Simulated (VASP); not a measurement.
Set up this calculation in VASP 6.6.1, as the native input.

- Task: single point
- Functional: PBEsol
- Potentials or basis: VASP PAW PBE potentials, release 64 (Ga_d)
- Cutoff: 520 eV
- k mesh: 14 × 14 × 14
- Occupations: fermi-dirac, width 0.1 eV
- Spin: no spin polarisation
- Dipole correction: no
- Further INCAR settings: ALGO = Normal; EDIFF = 1e-06; NBANDS = 12

The structure of Ga lies in POSCAR:

```
Ga
1.0
    2.5660898314      0.0000000000      0.0000000000
    0.0000000000      2.5660898314      0.0000000000
    0.0000000000      0.0000000000      2.5660898314
Ga
1
Direct
    0.0000000000      0.0000000000      0.0000000000
```

These files were run (other wordings do the same):

INCAR

```
ALGO     = Normal         # electronic algorithm
EDIFF    = 1E-6           # SCF threshold, eV
ENCUT    = 520            # plane-wave cutoff, eV
GGA      = PS             # functional
ISIF     = 2              # what is computed and relaxed
ISMEAR   = -1             # smearing method
LASPH    = True           # aspherical terms in the spheres
LCHARG   = False          # write CHGCAR
LREAL    = False          # projectors in reciprocal space
LWAVE    = False          # write WAVECAR
NBANDS   = 12             # bands
NELM     = 80             # most SCF steps
PREC     = Accurate       # precision mode
SIGMA    = 0.1            # smearing width, eV
```

KPOINTS

```
k-points
0
Gamma
  14 14 14
```

Potentials or basis: VASP PAW PBE potentials, release 64 (Ga_d).

Command:

```console
$ cat potpaw_PBE.64/Ga_d/POTCAR > POTCAR
$ mpirun -np 1 vasp_std > vasp.out
```

It gave:

The pressure is 8.1 GPa.

Caveat: the PAW data sets were made with another functional, which shifts forces and pressure a little.

It took 21 s on 1 thread of Intel Xeon 8259CL (shared host), peak memory 0.14 GiB.
